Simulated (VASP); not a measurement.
# Cu (P6_3/mmc) in VASP: a series of runs

Cu is run at these levels: PBE; tasks: single point.

Program: VASP 6.6.1. These are calculated values, not measurements. Logs are shortened: lines on timing, memory, paths and dates and some standing lists are left out, and cuts for length are marked.

### Step 1. The cell of the first run

The structure is hexagonal, space group P6_3/mmc (No. 194). Conventional cell: a = 2.597 Å, b = 2.597 Å, c = 4.318 Å, α = 90.00°, β = 90.00°, γ = 120.00°. Cu (site symmetry -6m2) has 12 Cu at 2.60 to 2.63 Å within 3.4 Å.

### Step 2. Single point, PBE (strain +0.025 along x and y, +0.050 along z)

The input, INCAR:

```
PREC = Accurate
ENCUT = 520
EDIFF = 1E-7
ISMEAR = 0
SIGMA = 0.15
LREAL = F
LASPH = T
NELM = 100
ALGO = Fast
ISIF = 2
LWAVE = F
LCHARG = F
GGA = PE
NBANDS = 18
```

The input, KPOINTS:

```
Automatic mesh
0
Gamma
  24 24 12
```

The input, POSCAR:

```
Cu
1.0
    2.5974490865      0.0000000000      0.0000000000
   -1.2987245433      2.2494568940      0.0000000000
    0.0000000000      0.0000000000      4.3181995500
Cu
2
Direct
    0.3333333333      0.6666666667      0.2500000000
    0.6666666667      0.3333333333      0.7500000000
```

Potentials or basis: VASP PAW PBE potentials, release 64 (Cu).

Command:

```console
cat potpaw_PBE.64/Cu/POTCAR > POTCAR
mpirun -np 1 vasp_std > vasp.out
```

OUTCAR:

```text
PREC = Accurate
   ENCUT = 520
   EDIFF = 1E-7
   ISMEAR = 0
   LREAL = F
   LASPH = T
   NELM = 100
   ISIF = 2
   GGA = PE

 ion  position               nearest neighbor table
   1  0.333  0.667  0.250-   2 2.63   2 2.63   2 2.63   2 2.63   2 2.63   2 2.63
   2  0.667  0.333  0.750-   1 2.63   1 2.63   1 2.63   1 2.63   1 2.63   1 2.63

  LATTYP: Found a hexagonal cell.
 ALAT       =     2.5974490865
 C/A-ratio  =     1.6624770712

  Lattice vectors:

 A1 = (   2.5974490865,   0.0000000000,   0.0000000000)
 A2 = (  -1.2987245433,   2.2494568940,   0.0000000000)
 A3 = (   0.0000000000,   0.0000000000,   4.3181995500)

Analysis of symmetry for initial positions (statically):
=====================================================================
 Subroutine PRICEL returns:
 Original cell was already a primitive cell.

 Routine SETGRP: Setting up the symmetry group for a
 hexagonal supercell.

 Subroutine GETGRP returns: Found 24 space group operations
 (whereof 12 operations were pure point group operations)
 out of a pool of 24 trial point group operations.

The static configuration has the point symmetry D_3d.
 The point group associated with its full space group is D_6h.

Analysis of symmetry for dynamics (positions and initial velocities):
=====================================================================
 Subroutine PRICEL returns:
 Original cell was already a primitive cell.

 Routine SETGRP: Setting up the symmetry group for a
 hexagonal supercell.

 Subroutine GETGRP returns: Found 24 space group operations
 (whereof 12 operations were pure point group operations)
 out of a pool of 24 trial point group operations.

The dynamic configuration has the point symmetry D_3d.
 The point group associated with its full space group is D_6h.

 Subroutine INISYM returns: Found 24 space group operations
 (whereof 12 operations are pure point group operations),
 and found     1 'primitive' translations

----------------------------------------------------------------------------------------

                                     Primitive cell

  volume of cell :      25.2306

  direct lattice vectors                    reciprocal lattice vectors
     2.597449087  0.000000000  0.000000000     0.384993109  0.222275875  0.000000000
    -1.298724543  2.249456894  0.000000000     0.000000000  0.444551751  0.000000000
     0.000000000  0.000000000  4.318199550     0.000000000  0.000000000  0.231577996

  length of vectors
     2.597449087  2.597449087  4.318199550     0.444551751  0.444551751  0.231577996

  position of ions in fractional coordinates (direct lattice)
     0.333333333  0.666666667  0.250000000
     0.666666667  0.333333333  0.750000000

  ion indices of the primitive-cell ions
   primitive index   ion index
                 1           1
                 2           2

----------------------------------------------------------------------------------------

 KPOINTS: Automatic mesh

Automatic generation of k-mesh.
 Grid dimensions read from file:
 generate k-points for:   24   24   12

 Generating k-lattice:

  Cartesian coordinates                     Fractional coordinates (reciprocal lattice)
     0.016041380  0.009261495  0.000000000     0.041666667  0.000000000  0.000000000
     0.000000000  0.018522990  0.000000000     0.000000000  0.041666667  0.000000000
     0.000000000  0.000000000  0.019298166     0.000000000  0.000000000  0.083333333

  Length of vectors
     0.018522990  0.018522990  0.019298166

  Shift w.r.t. Gamma in fractional coordinates (k-lattice)
     0.000000000  0.000000000  0.000000000

 Subroutine IBZKPT returns following result:
 ===========================================

 Found    427 irreducible k-points:

 Following reciprocal coordinates:
            Coordinates               Weight
  0.000000  0.000000  0.000000      1.000000
  0.041667  0.000000  0.000000      6.000000
  0.083333  0.000000  0.000000      6.000000
  0.125000  0.000000  0.000000      6.000000
  0.166667  0.000000  0.000000      6.000000
  0.208333  0.000000  0.000000      6.000000
[... 16 lines left out ...]
  0.416667  0.041667  0.000000     12.000000
  0.458333  0.041667  0.000000     12.000000
 [... further k-points ...]
   k-points           NKPTS =    427   k-points in BZ     NKDIM =    427   number of bands    NBANDS=     18
   number of dos      NEDOS =    301   number of ions     NIONS =      2
   total plane-waves  NPLWV =  12800
   dimension x,y,z NGX =    20 NGY =   20 NGZ =   32
   dimension x,y,z NGXF=    40 NGYF=   40 NGZF=   64
   ions per type =               2
   NGX,Y,Z   is equivalent  to a cutoff of  12.80, 12.80, 12.32 a.u.
   NGXF,Y,Z  is equivalent  to a cutoff of  25.60, 25.60, 24.64 a.u.
 SYSTEM =  unknown system
   PREC   = accura    normal or accurate (medium, high low for compatibility)
   ISTART =      0    job   : 0-new  1-cont  2-samecut
   ICHARG =      2    charge: 1-file 2-atom 10-const
   ISPIN  =      1    spin polarized calculation?
   LNONCOLLINEAR =      F non collinear calculations
   LSORBIT =      F    spin-orbit coupling
   LASPH  =      T    aspherical Exc in radial PAW
   ENCUT  =  520.0 eV  38.22 Ry    6.18 a.u.   4.83  4.83  8.03*2*pi/ulx,y,z
   NELM   =    100;   NELMIN=  2; NELMDL= -5     # of ELM steps
   EDIFF  = 0.1E-06   stopping-criterion for ELM
   LREAL  =      F    real-space projection
   EDIFFG = 0.1E-05   stopping-criterion for IOM
   NSW    =      0    number of steps for IOM
   IBRION =     -1    ionic relax: 0-MD 1-quasi-New 2-CG
   NFREE  =      0    steps in history (QN), initial steepest desc. (CG)
   ISIF   =      2    stress and relaxation
   ISYM   =      2    0-nonsym 1-usesym 2-fastsym
   POTIM  = 0.5000    time-step for ionic-motion
   TEBEG  =    0.0;   TEEND  =   0.0 temperature during run
   PSTRESS=    0.0 pullay stress
   NELECT =      22.0000    total number of electrons
   NUPDOWN=      -1.0000    fix difference up-down
   EMIN   =  10.00;   EMAX   =-10.00  energy-range for DOS
   EFERMI =   0.00;   METHOD = LEGACY
   ISMEAR =     0;   SIGMA  =   0.15  broadening in eV -4-tet -1-fermi 0-gaus
   EFERMI_NEDOS =   21; number of points for ismear=-14 and -15
   IALGO  =     68    algorithm
   IMIX   =      4    mixing-type and parameters
     AMIX     =   0.40;   BMIX     =  1.00
     AMIX_MAG =   1.60;   BMIX_MAG =  1.00
  volume/ion in A,a.u.               =      12.62        85.13
  Fermi-wavevector in a.u.,A,eV,Ry     =   1.564011  2.955553 33.281642  2.446132
  Thomas-Fermi vector in A             =   2.666698
   LORBIT       =      0    0 simple, 1 ext, 2 COOP (PROOUT), +10 PAW based schemes
   GGA     = PE    functional components
   LHFCALC =     F    Hartree Fock is set to
   AEXX    =    0.0000 exact exchange contribution
   IVDW    =     0    specifies the selected vdW correction
   LEPSILON=     F    determine dielectric tensor
   LRPA    =     F    only Hartree local field effects (RPA)
 non-spin polarized calculation
 RMM-DIIS sequential band-by-band and
 Gauss-broadening in eV      SIGMA  =   0.15
  energy-cutoff  :      520.00
  volume of cell :       25.23
 maximum number of plane-waves:       701
 NGX is ok and might be reduce to    20
   NGX =  9   NGY =  9   NGZ = 17

 number of electron      22.0000019 magnetization

 Free energy of the ion-electron system (eV)
  ---------------------------------------------------
  ext. energy  EPLUGINS =         0.00000000
  ---------------------------------------------------
  free energy    TOTEN  =        -7.42039937 eV

  energy without entropy =       -7.41308924  energy(sigma->0) =       -7.41674431

 E-fermi :   6.7934     XC(G=0): -12.3466

 val. band max:        6.7886187398   @ k =   0.5000   0.0000   0.1667
 cond. band min:       6.8141543441   @ k =   0.4583   0.0417   0.3333
 fundamental gap:      0.0255356042
 Fermi energy:         6.7933624054

 k-point     1 :       0.0000    0.0000    0.0000
  band No.  band energies     occupation
      1      -2.0645      2.00000
      2       2.0376      2.00000
      3       3.9084      2.00000
      4       4.0181      2.00000
      5       4.0181      2.00000
      6       4.1916      2.00000
[... 10 lines left out ...]
     17      29.4533      0.00000
     18      29.6064      0.00000

 k-point     2 :       0.0417    0.0000    0.0000
  band No.  band energies     occupation
      1      -2.0101      2.00000
      2       2.0701      2.00000
      3       3.8889      2.00000
      4       4.0335      2.00000
      5       4.0370      2.00000
      6       4.1815      2.00000
[... 10 lines left out ...]
     17      29.5104      0.00000
     18      30.2974      0.00000

 k-point     3 :       0.0833    0.0000    0.0000
  band No.  band energies     occupation
      1      -1.8476      2.00000
      2       2.1643      2.00000
      3       3.8387      2.00000
      4       4.0696      2.00000
      5       4.0929      2.00000
      6       4.1568      2.00000
[... 10 lines left out ...]
     17      29.6874      0.00000
     18      30.7964      0.00000

 k-point     4 :       0.1250    0.0000    0.0000
  band No.  band energies     occupation
      1      -1.5796      2.00000
      2       2.3096      2.00000
      3       3.7683      2.00000
      4       4.0755      2.00000
      5       4.1370      2.00000
      6       4.1696      2.00000
[... 375 lines left out ...]
      4       3.7551      2.00000
      5       4.0120      2.00000
      6       4.0913      2.00000
[... 10 lines left out ...]
     17      19.6694      0.00000
     18      25.8540      0.00000

 k-point    23 :       0.4167    0.0417    0.0000
  band No.  band energies     occupation
      1       2.1605      2.00000
      2       2.6458      2.00000
      3       2.8392      2.00000
      4       3.8929      2.00000
      5       3.9932      2.00000
      6       4.0469      2.00000
[... 10 lines left out ...]
     17      19.3260      0.00000
     18      25.7356      0.00000

 k-point    24 :       0.4583    0.0417    0.0000
  band No.  band energies     occupation
      1       2.3302      2.00000
      2       2.5954      2.00000
      3       2.8100      2.00000
      4       3.9879      2.00000
      5       3.9971      2.00000
      6       4.0196      2.00000
[... 10 lines left out ...]
     17      19.1724      0.00000
     18      25.6780      0.00000

 [... further k-points ...]
[... 5 lines left out ...]
  --------------------------------------------------------------------------------------
  -------------------------------------------------------------------------------------
  Total       -0.8177189     -0.8177189     -1.1066270      0.0000000     -0.0000000      0.0000000
  in kB      -51.9262786    -51.9262786    -70.2723433      0.0000000     -0.0000000      0.0000000
  external PRESSURE =     -58.0416335 kB  Pullay stress =       0.0000000 kB

 VOLUME and BASIS-vectors are now :
 -----------------------------------------------------------------------------
  energy-cutoff  :      520.00
  volume of cell :       25.23
      direct lattice vectors                 reciprocal lattice vectors
     2.597449087  0.000000000  0.000000000     0.384993109  0.222275875  0.000000000
    -1.298724543  2.249456894  0.000000000     0.000000000  0.444551751  0.000000000
     0.000000000  0.000000000  4.318199550     0.000000000  0.000000000  0.231577996

 POSITION                                       TOTAL-FORCE (eV/Angst)
 -----------------------------------------------------------------------------------
     -0.00000      1.49964      1.07955        -0.000000      0.000000      0.000000
      1.29872      0.74982      3.23865         0.000000     -0.000000      0.000000
 -----------------------------------------------------------------------------------
    total drift:                               -0.000000      0.000000     -0.000000

  FREE ENERGIE OF THE ION-ELECTRON SYSTEM (eV)
  ---------------------------------------------------
  free  energy   TOTEN  =        -7.4203993709 eV

  energy  without entropy=       -7.4130892442  energy(sigma->0) =       -7.41674431
```

Wall time 3 min (1 thread of Intel Xeon Platinum 8488C (Sapphire Rapids), shared host); peak memory 0.26 GiB.

Results:

```yaml
Free_energy: -7.4204 eV
Pressure: -5.8 GPa
Band_gap_on_the_k_mesh: zero (band 11 reaches 10.79 eV, above the bottom of band 12 at 4.93 eV)
```

Levels at points of the mesh, in eV from the Fermi level:
```tsv
k point	band 8	band 9	band 10	band 11	band 12	band 13	band 14	band 15
(0.00, 0.00, 0.00)	-2.29	-2.29	-1.66	-1.66	-0.96	3.21	21.06	21.14
(0.50, 0.00, 0.00)	-1.55	-1.55	-1.47	0.06	1.50	7.40	7.60	10.19
(0.00, 0.00, 0.50)	-2.80	-1.86	-1.86	-1.86	-1.86	11.47	11.47	21.71
(0.50, 0.00, 0.50)	-1.79	-1.50	-1.50	0.59	0.59	4.54	4.54	15.62
```

Caveat: the cell differs from its parent crystal (strain +0.025 along x and y, +0.050 along z).

### Step 3. Single point, PBE (strain +0.050 along x and y, +0.025 along z)

The input, INCAR:

```
ALGO = Fast
EDIFF = 1E-6
ENCUT = 520
GGA = PE
ISIF = 2
ISMEAR = 0
LASPH = True
LCHARG = True
LELF = True
LREAL = False
LVHAR = True
LWAVE = False
NBANDS = 18
NELM = 60
PREC = Accurate
SIGMA = 0.15
```

The input, KPOINTS:

```
k-points
0
Gamma
  24 24 12
```

The input, POSCAR:

```
Cu
1.0
    2.6608015033      0.0000000000      0.0000000000
   -1.3304007516      2.3043216963      0.0000000000
    0.0000000000      0.0000000000      4.2153852750
Cu
2
Direct
    0.3333333333      0.6666666667      0.2500000000
    0.6666666667      0.3333333333      0.7500000000
```

Potentials or basis: VASP PAW PBE potentials, release 64 (Cu).

Command:

```console
cat potpaw_PBE.64/Cu/POTCAR > POTCAR
mpirun -np 1 vasp_std > vasp.out
```

It took 2.6 min on 1 thread of Intel Xeon Platinum 8488C (Sapphire Rapids), shared host; peak memory 0.26 GiB.

The run converged. Its results:

- Free energy: -7.3865 eV
- Pressure: -8.1 GPa
- Band gap on the k mesh: zero (band 11 reaches 10.23 eV, above the bottom of band 12 at 4.69 eV)

Stress tensor (GPa, compression positive):
```
-9.51  0.00  0.00
 0.00 -9.51  0.00
 0.00  0.00 -5.28
```

Levels at points of the mesh, in eV from the Fermi level:
```csv
k point,band 9,band 10,band 11,band 12,band 13,band 14
"(0.00, 0.00, 0.00)",-2.36,-1.64,-1.64,-0.49,3.72,19.77
"(0.50, 0.00, 0.00)",-1.51,-1.49,-0.05,1.26,7.48,7.85
"(0.00, 0.00, 0.50)",-1.83,-1.83,-1.83,-1.83,12.46,12.46
"(0.50, 0.00, 0.50)",-1.54,-1.54,0.55,0.55,4.29,4.29
```

Caveat: the cell differs from its parent crystal (strain +0.050 along x and y, +0.025 along z).
